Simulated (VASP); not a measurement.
# Si16C (a cell with a defect) in VASP: notebook

Runs on Si16C (a cell with a defect). Level: PBE+D3(BJ). Tasks: single point.

All numbers are computed with VASP 6.6.1; they aren't measurements. Logs are shortened: lines on timing, memory, paths and dates and some standing lists are left out, and cuts for length are marked.

### Step 1. The cell of the first run

The cell holds a defect, 17 atoms: a = 7.679 Å, b = 7.679 Å, c = 7.679 Å, α = 60.00°, β = 60.00°, γ = 60.00°.

### Step 2. Single point, PBE+D3(BJ), collinear spin, zero start

Contents of INCAR:

```
SYSTEM = Si16C
ALGO = Normal ; EDIFF = 1E-6
ENCUT = 520 ; GGA = PE
ISIF = 2 ; ISMEAR = 0
ISPIN = 2 ; IVDW = 12
LASPH = .TRUE. ; LCHARG = .TRUE.
LELF = .TRUE. ; LORBIT = 11
LREAL = Auto ; LVHAR = .TRUE.
LWAVE = .FALSE. ; MAGMOM = 0 0 0 0 0 0 0 0 0 0 0 0 0 0 0 0 0
NBANDS = 52 ; NELM = 150
PREC = Accurate ; SIGMA = 0.05
```

Contents of KPOINTS:

```
k-points
0
G
  2 2 2
  0 0 0
```

Contents of POSCAR:

```
Si16C
1.0
    0.0000000000      5.4300000000      5.4300000000
    5.4300000000      0.0000000000      5.4300000000
    5.4300000000      5.4300000000      0.0000000000
Si C
16 1
Direct
   -0.0228168508     -0.0241544199     -0.0243435543
    0.1545230203      0.0652970534      0.0663607735
   -0.0222328729      0.0455100368      0.4951310313
    0.1281137201      0.1409954880      0.6163649171
   -0.0222471455      0.4956920810      0.0452675875
    0.1281761510      0.6165522099      0.1409999079
   -0.0082480663      0.5148895028      0.5149068140
    0.0981805709      0.6493280847      0.6489772560
    0.5015125230      0.0018480663      0.0015977901
    0.6106016575      0.1347348066      0.1347082873
    0.5012206262      0.0054808471      0.5073486188
    0.6095389503      0.1436973297      0.6338013812
    0.5012997238      0.5073838858      0.0053941989
    0.6094616943      0.6340414365      0.1435802947
    0.4729718232      0.5172504604      0.5171449355
    0.6172521179      0.6320756906      0.6319907919
    0.9671720074      0.2280022099      0.2276023941
```

Potentials or basis: VASP PAW PBE potentials, release 64 (Si, C).

On the command line:

```sh
cat potpaw_PBE.64/Si/POTCAR potpaw_PBE.64/C/POTCAR > POTCAR
mpirun -np 1 vasp_std > vasp.out
```

OUTCAR:

```text
SYSTEM = Si16C
   EDIFF = 1E-6
   ENCUT = 520
   GGA = PE
   ISIF = 2
   ISMEAR = 0
   ISPIN = 2
   IVDW = 12
   LASPH = .TRUE.
   LORBIT = 11
   LREAL = Auto
   NELM = 150
   PREC = Accurate
 IVDW          = 12

 ion  position               nearest neighbor table
   1  0.977  0.976  0.976-   2 2.27   4 2.31   6 2.31  10 2.35
   2  0.155  0.065  0.066-  17 1.77   1 2.27   9 2.28   3 2.82   5 2.83
   3  0.978  0.046  0.495-  17 1.83   4 2.31  12 2.31   8 2.49   2 2.82
   4  0.128  0.141  0.616-   1 2.31   3 2.31  11 2.34   7 2.35
   5  0.978  0.496  0.045-  17 1.84   6 2.31  14 2.32   8 2.49   2 2.83
   6  0.128  0.617  0.141-   1 2.31   5 2.31  13 2.34   7 2.35
   7  0.992  0.515  0.515-   6 2.35   4 2.35  16 2.35   8 2.35
   8  0.098  0.649  0.649-  15 2.35   7 2.35   3 2.49   5 2.49
   9  0.502  0.002  0.002-   2 2.28  12 2.31  14 2.31  10 2.35
  10  0.611  0.135  0.135-  11 2.34  13 2.34   1 2.35   9 2.35
  11  0.501  0.005  0.507-  10 2.34  12 2.34   4 2.34  16 2.34
  12  0.610  0.144  0.634-   9 2.31   3 2.31  11 2.34  15 2.34
  13  0.501  0.507  0.005-  10 2.34  14 2.34   6 2.34  16 2.34
  14  0.609  0.634  0.144-   9 2.31   5 2.32  13 2.34  15 2.34
  15  0.473  0.517  0.517-  12 2.34  14 2.34  16 2.35   8 2.35
  16  0.617  0.632  0.632-  11 2.34  13 2.34  15 2.35   7 2.35
  17  0.967  0.228  0.228-   2 1.77   3 1.83   5 1.84

  LATTYP: Found a face centered cubic cell.
 ALAT       =    10.8600000000

  Lattice vectors:

 A1 = (   0.0000000000,   5.4300000000,   5.4300000000)
 A2 = (   5.4300000000,   0.0000000000,   5.4300000000)
 A3 = (   5.4300000000,   5.4300000000,   0.0000000000)

Analysis of symmetry for initial positions (statically):
=====================================================================
 Subroutine PRICEL returns:
 Original cell was already a primitive cell.

 Routine SETGRP: Setting up the symmetry group for a
 face centered cubic supercell.

 Subroutine GETGRP returns: Found  1 space group operations
 (whereof  1 operations were pure point group operations)
 out of a pool of 48 trial point group operations.

The static configuration has the point symmetry C_1 .

Analysis of symmetry for dynamics (positions and initial velocities):
=====================================================================
 Subroutine PRICEL returns:
 Original cell was already a primitive cell.

 Routine SETGRP: Setting up the symmetry group for a
 face centered cubic supercell.

 Subroutine GETGRP returns: Found  1 space group operations
 (whereof  1 operations were pure point group operations)
 out of a pool of 48 trial point group operations.

The dynamic configuration has the point symmetry C_1 .

Analysis of structural, dynamic, and magnetic symmetry:
=====================================================================
 Subroutine PRICEL returns:
 Original cell was already a primitive cell.

 Routine SETGRP: Setting up the symmetry group for a
 face centered cubic supercell.

 Subroutine GETGRP returns: Found  1 space group operations
 (whereof  1 operations were pure point group operations)
 out of a pool of 48 trial point group operations.

The overall configuration has the point symmetry C_1 .

 Subroutine INISYM returns: Found  1 space group operations
 (whereof  1 operations are pure point group operations),
 and found     1 'primitive' translations

----------------------------------------------------------------------------------------

                                     Primitive cell

  volume of cell :     320.2060

  direct lattice vectors                    reciprocal lattice vectors
     0.000000000  5.430000000  5.430000000    -0.092081031  0.092081031  0.092081031
     5.430000000  0.000000000  5.430000000     0.092081031 -0.092081031  0.092081031
     5.430000000  5.430000000  0.000000000     0.092081031  0.092081031 -0.092081031

  length of vectors
     7.679179644  7.679179644  7.679179644     0.159489025  0.159489025  0.159489025

  position of ions in fractional coordinates (direct lattice)
     0.977183149  0.975845580  0.975656446
     0.154523020  0.065297053  0.066360774
     0.977767127  0.045510037  0.495131031
     0.128113720  0.140995488  0.616364917
     0.977752854  0.495692081  0.045267587
     0.128176151  0.616552210  0.140999908
[... 9 lines left out ...]
     0.617252118  0.632075691  0.631990792
     0.967172007  0.228002210  0.227602394
[... 64 lines left out ...]
   NGXF,Y,Z  is equivalent  to a cutoff of  25.98, 25.98, 25.98 a.u.
 SYSTEM =  Si16C
   PREC   = accura    normal or accurate (medium, high low for compatibility)
   ISTART =      0    job   : 0-new  1-cont  2-samecut
   ICHARG =      2    charge: 1-file 2-atom 10-const
   ISPIN  =      2    spin polarized calculation?
   LNONCOLLINEAR =      F non collinear calculations
   LSORBIT =      F    spin-orbit coupling
   LASPH  =      T    aspherical Exc in radial PAW
   ENCUT  =  520.0 eV  38.22 Ry    6.18 a.u.  14.28 14.28 14.28*2*pi/ulx,y,z
   NELM   =    150;   NELMIN=  2; NELMDL= -5     # of ELM steps
   EDIFF  = 0.1E-05   stopping-criterion for ELM
   LREAL  =      T    real-space projection
   EDIFFG = 0.1E-04   stopping-criterion for IOM
   NSW    =      0    number of steps for IOM
   IBRION =     -1    ionic relax: 0-MD 1-quasi-New 2-CG
   NFREE  =      0    steps in history (QN), initial steepest desc. (CG)
   ISIF   =      2    stress and relaxation
   ISYM   =      2    0-nonsym 1-usesym 2-fastsym
   POTIM  = 0.5000    time-step for ionic-motion
   TEBEG  =    0.0;   TEEND  =   0.0 temperature during run
   PSTRESS=    0.0 pullay stress
   NELECT =      68.0000    total number of electrons
   NUPDOWN=      -1.0000    fix difference up-down
   EMIN   =  10.00;   EMAX   =-10.00  energy-range for DOS
   EFERMI =   0.00;   METHOD = LEGACY
   ISMEAR =     0;   SIGMA  =   0.05  broadening in eV -4-tet -1-fermi 0-gaus
   EFERMI_NEDOS =   21; number of points for ismear=-14 and -15
   IALGO  =     38    algorithm
   IMIX   =      4    mixing-type and parameters
     AMIX     =   0.40;   BMIX     =  1.00
     AMIX_MAG =   1.60;   BMIX_MAG =  1.00
  volume/ion in A,a.u.               =      18.84       127.11
  Fermi-wavevector in a.u.,A,eV,Ry     =   0.976715  1.845724 12.979587  0.953973
  Thomas-Fermi vector in A             =   2.107356
   LORBIT       =     11    0 simple, 1 ext, 2 COOP (PROOUT), +10 PAW based schemes
   GGA     = PE    functional components
   LHFCALC =     F    Hartree Fock is set to
   AEXX    =    0.0000 exact exchange contribution
   IVDW    =    12    specifies the selected vdW correction
   LEPSILON=     F    determine dielectric tensor
   LRPA    =     F    only Hartree local field effects (RPA)
 spin polarized calculation
 Gauss-broadening in eV      SIGMA  =   0.05
  energy-cutoff  :      520.00
  volume of cell :      320.21
 maximum number of plane-waves:      8646
 NGX is ok and might be reduce to    60
   NGX = 29   NGY = 29   NGZ = 29

 number of electron      68.0000000 magnetization       0.0000273

 number of electron      68.0000000 magnetization      -0.0000003

 Free energy of the ion-electron system (eV)
  ---------------------------------------------------
  ext. energy  EPLUGINS =         0.00000000
  ---------------------------------------------------
  free energy    TOTEN  =       -91.10925927 eV

  energy without entropy =      -91.10741991  energy(sigma->0) =      -91.10833959

 E-fermi :   6.3232     XC(G=0):  -9.5586

 val. band max:        6.2652558388   @ k =   0.5000   0.5000   0.5000
 cond. band min:       6.3812055085   @ k =   0.0000   0.0000   0.0000
 fundamental gap:      0.1159496697
 Fermi energy:         6.3232342817

 spin component 1

 k-point     1 :       0.0000    0.0000    0.0000
  band No.  band energies     occupation
      1      -7.0644      1.00000
      2      -5.3202      1.00000
      3      -3.8574      1.00000
      4      -3.8158      1.00000
      5      -3.7182      1.00000
      6      -2.9345      1.00000
[... 381 lines left out ...]
     45      10.1334      0.00000
     46      10.2209      0.00000
 Fermi energy:         6.3232342817

 spin component 2

 k-point     1 :       0.0000    0.0000    0.0000
  band No.  band energies     occupation
      1      -7.0644      1.00000
      2      -5.3202      1.00000
      3      -3.8574      1.00000
      4      -3.8158      1.00000
      5      -3.7182      1.00000
      6      -2.9345      1.00000
[... 381 lines left out ...]
     45      10.1334      0.00000
     46      10.2209      0.00000
 [bands above 46 left out]

------------------------ aborting loop because EDIFF is reached ----------------------------------------

 Edisp (eV)   -5.32928

 E8    (eV) :    -2.1877

  FORCE on cell =-STRESS in cart. coord.  units (eV):
  Direction    XX          YY          ZZ          XY          YZ          ZX
  --------------------------------------------------------------------------------------
  -------------------------------------------------------------------------------------
  Total       8.37007     0.34980     0.35098     0.23209     1.98147     0.22251
  in kB      41.88035     1.75025     1.75615     1.16129     9.91444     1.11336
  external pressure =       15.13 kB  Pullay stress =        0.00 kB

 VOLUME and BASIS-vectors are now :
 -----------------------------------------------------------------------------
  energy-cutoff  :      520.00
  volume of cell :      320.21
      direct lattice vectors                 reciprocal lattice vectors
     0.000000000  5.430000000  5.430000000    -0.092081031  0.092081031  0.092081031
     5.430000000  0.000000000  5.430000000     0.092081031 -0.092081031  0.092081031
     5.430000000  5.430000000  0.000000000     0.092081031  0.092081031 -0.092081031

 POSITION                                       TOTAL-FORCE (eV/Angst)
 -----------------------------------------------------------------------------------
     10.59666     10.60392     10.60495         0.007321      0.007681      0.005599
      0.71490      1.19940      1.19362        -0.022954     -0.012858     -0.001706
      2.93568      7.99784      5.55639         0.008674      0.009136     -0.010216
      4.11247      4.04252      1.46126         0.006911     -0.004790     -0.004418
      2.93741      5.55500      8.00081        -0.002510     -0.005459     -0.004552
      4.11351      1.46163      4.04387         0.005182     -0.004687     -0.005157
[... 9 lines left out ...]
      6.86388      6.78339      6.78385        -0.004497      0.001182     -0.000586
      2.47393      6.48763      6.48980         0.018521      0.009227      0.020147
 -----------------------------------------------------------------------------------
    total drift:                               -0.004263      0.007102      0.007047

  FREE ENERGIE OF THE ION-ELECTRON SYSTEM (eV)
  ---------------------------------------------------
  free  energy   TOTEN  =       -96.4385394810 eV

  energy  without entropy=      -96.4367001166  energy(sigma->0) =      -96.43761980

 total charge

# of ion       s       p       d       tot
------------------------------------------
    1        0.751   0.973   0.000   1.724
    2        0.790   0.923   0.000   1.713
    3        0.748   0.921   0.000   1.670
    4        0.748   0.959   0.000   1.707
    5        0.749   0.921   0.000   1.670
    6        0.748   0.959   0.000   1.707
[... 9 lines left out ...]
   16        0.738   0.962   0.000   1.700
   17        0.885   1.601   0.000   2.485
--------------------------------------------------
tot         12.872  16.767   0.000  29.639

 magnetization (x)

# of ion       s       p       d       tot
------------------------------------------
    1       -0.000  -0.000   0.000  -0.000
    2        0.000   0.000   0.000   0.000
    3        0.000   0.000   0.000   0.000
    4        0.000   0.000   0.000   0.000
    5        0.000   0.000   0.000   0.000
    6       -0.000  -0.000   0.000  -0.000
[... 9 lines left out ...]
   16        0.000   0.000   0.000   0.000
   17       -0.000  -0.000   0.000  -0.000
--------------------------------------------------
tot          0.000  -0.000   0.000  -0.000
```

Run time: 4.9 min. Hardware: 1 thread of Intel Xeon 6975P-C (Granite Rapids), shared host; peak memory 0.7 GiB.

What came out:

| Item | Value |
| --- | --- |
| Free energy | -96.4385 eV |
| Pressure | 1.5 GPa |
| Largest force | 0.029 eV/Å |
| Band gap on the k mesh | zero (filled and empty bands overlap) |
| Net moment | 0.00 μB per cell |
| Valence electrons inside the program's atomic spheres | Si 1.72, 1.71, 1.67, 1.69, 1.65, 1.73, 1.70 (each value once); C 2.48 |
| Dispersion energy per atom | -0.313 eV |

Forces in eV/Å, atoms in the order of the input:
```
Si   0.007  0.008  0.006
Si  -0.023 -0.013 -0.002
Si   0.009  0.009 -0.010
Si   0.007 -0.005 -0.004
Si  -0.003 -0.005 -0.005
Si   0.005 -0.005 -0.005
Si  -0.004  0.004  0.007
Si  -0.009  0.000 -0.004
Si   0.004 -0.001 -0.002
Si  -0.008 -0.006 -0.004
Si   0.002  0.000  0.000
Si   0.000 -0.005  0.007
Si   0.004  0.000  0.001
Si  -0.005  0.010 -0.005
Si   0.000 -0.003  0.001
Si  -0.004  0.001 -0.001
C    0.019  0.009  0.020
```

Stress tensor (GPa, compression positive):
```
4.19 0.12 0.11
0.12 0.18 0.99
0.11 0.99 0.18
```

Caveat: the k points lie up to 0.50 Å⁻¹ apart, too coarse for converged energies and pressures of a metal.

### Step 3. Single point, PBE+D3(BJ), collinear spin, zero start

Contents of INCAR:

```
ALGO = Normal ; EDIFF = 1E-7
ENCUT = 520 ; GGA = PE
ISIF = 2 ; ISMEAR = 0
ISPIN = 2 ; IVDW = 12
LASPH = T ; LCHARG = T
LELF = T ; LORBIT = 11
LREAL = Auto ; LVHAR = T
LWAVE = F ; MAGMOM = 0 0 0 0 0 0 0 0 0 0 0 0 0 0 0 0 0
NBANDS = 52 ; NELM = 150
PREC = Accurate ; SIGMA = 0.05
```

Contents of KPOINTS:

```
k-points
0
Gamma
  2 2 2
```

Contents of POSCAR:

```
Si16C
1.0
    0.0000000000      5.4300000000      5.4300000000
    5.4300000000      0.0000000000      5.4300000000
    5.4300000000      5.4300000000      0.0000000000
Si C
16 1
Direct
   -0.0243427256      0.0266333333     -0.0060740331
    0.0777732044      0.1599203499      0.1267525783
    0.0562779006     -0.0770994475      0.5640121547
    0.1188479742      0.1441448435      0.6263220074
   -0.0225956722      0.5272089319      0.0061190608
    0.1132455801      0.6534407919      0.1173630755
   -0.0171811234      0.5184851750      0.4899142726
    0.1432168508      0.5668063536      0.6474960405
    0.4731526703      0.0366388582     -0.0274243094
    0.6023155617      0.1466058011      0.1080452118
    0.4859192449      0.0255682320      0.4815697053
    0.6281325967      0.1559259669      0.5768338858
    0.4866701657      0.5206394107     -0.0075198895
    0.6036995396      0.6618225599      0.1086501842
    0.5022564457      0.5232575506      0.4824540516
    0.6101238490      0.6522503683      0.6189041436
    0.8991639963      0.0650608656      0.3969168508
```

Potentials or basis: VASP PAW PBE potentials, release 64 (Si, C).

On the command line:

```sh
cat potpaw_PBE.64/Si/POTCAR potpaw_PBE.64/C/POTCAR > POTCAR
mpirun -np 1 vasp_std > vasp.out
```

Wall time 5.6 min (1 thread of Intel Xeon 6975P-C (Granite Rapids), shared host); peak memory 0.71 GiB.

The run converged. Its results:

- Free energy: -96.4359 eV
- Pressure: 1.6 GPa
- Largest force: 0.084 eV/Å
- Band gap on the k mesh: zero (filled and empty bands overlap)
- Net moment: 0.00 μB per cell
- Valence electrons inside the program's atomic spheres: Si 1.71, 1.67, 1.72, 1.73, 1.70, 1.69, 1.65 (each value once); C 2.49
- Dispersion energy per atom: -0.313 eV

Forces on the atoms (eV/Å):
```
Si  -0.004  0.003  0.014
Si  -0.017  0.010 -0.016
Si  -0.017  0.014  0.027
Si  -0.012 -0.004 -0.006
Si  -0.009  0.000  0.005
Si   0.003 -0.001  0.003
Si  -0.013  0.016  0.001
Si   0.013 -0.016 -0.004
Si   0.013  0.009 -0.012
Si   0.001  0.002  0.013
Si  -0.010  0.004  0.007
Si   0.000  0.007 -0.006
Si   0.000 -0.001  0.004
Si  -0.004  0.003  0.002
Si   0.012 -0.012  0.019
Si  -0.002  0.008  0.008
C    0.045 -0.040 -0.058
```

Stress tensor (GPa, compression positive):
```
 0.22 -0.05  0.98
-0.05  4.22 -0.11
 0.98 -0.11  0.27
```

Levels at points of the mesh, in eV from the Fermi level:
Spin up:
```
           k point  band 31  band 32  band 33  band 34  band 35  band 36  band 37  band 38
(0.00, 0.00, 0.00)    -1.20    -0.78    -0.49    -0.45    -0.41     0.03     0.32     0.52
(0.50, 0.00, 0.00)    -1.38    -1.25    -0.99    -0.19     0.69     0.75     1.05     1.14
(0.00, 0.50, 0.00)    -1.27    -1.27    -0.97    -0.03     0.53     0.68     0.97     1.13
(0.00, 0.00, 0.50)    -1.38    -1.26    -0.98    -0.15     0.67     0.70     1.08     1.14
(0.50, 0.50, 0.50)    -1.21    -1.18    -1.10    -0.11     0.58     0.75     1.02     1.08
(0.50, 0.50, 0.00)    -1.79    -1.67    -1.00    -0.83     0.86     1.15     1.40     1.90
(0.00, 0.50, 0.50)    -1.81    -1.68    -1.00    -0.82     0.86     1.17     1.40     1.92
(0.50, 0.00, 0.50)    -1.79    -1.72    -1.11     0.33     0.50     1.02     1.45     1.75
```
Spin down:
| k point | band 31 | band 32 | band 33 | band 34 | band 35 | band 36 | band 37 | band 38 |
| --- | --- | --- | --- | --- | --- | --- | --- | --- |
| (0.00, 0.00, 0.00) | -1.20 | -0.78 | -0.49 | -0.45 | -0.41 | 0.03 | 0.32 | 0.52 |
| (0.50, 0.00, 0.00) | -1.38 | -1.25 | -0.99 | -0.19 | 0.69 | 0.75 | 1.05 | 1.14 |
| (0.00, 0.50, 0.00) | -1.27 | -1.27 | -0.97 | -0.03 | 0.53 | 0.68 | 0.97 | 1.13 |
| (0.00, 0.00, 0.50) | -1.38 | -1.26 | -0.98 | -0.15 | 0.67 | 0.70 | 1.08 | 1.14 |
| (0.50, 0.50, 0.50) | -1.21 | -1.18 | -1.10 | -0.11 | 0.58 | 0.75 | 1.02 | 1.08 |
| (0.50, 0.50, 0.00) | -1.79 | -1.67 | -1.00 | -0.83 | 0.86 | 1.15 | 1.40 | 1.90 |
| (0.00, 0.50, 0.50) | -1.81 | -1.68 | -1.00 | -0.82 | 0.86 | 1.17 | 1.40 | 1.92 |
| (0.50, 0.00, 0.50) | -1.79 | -1.72 | -1.11 | 0.33 | 0.50 | 1.02 | 1.45 | 1.75 |

Caveat: the k points lie up to 0.50 Å⁻¹ apart, too coarse for converged energies and pressures of a metal.

The gap in the log of VASP goes by the Fermi energy; the results here count the filled bands.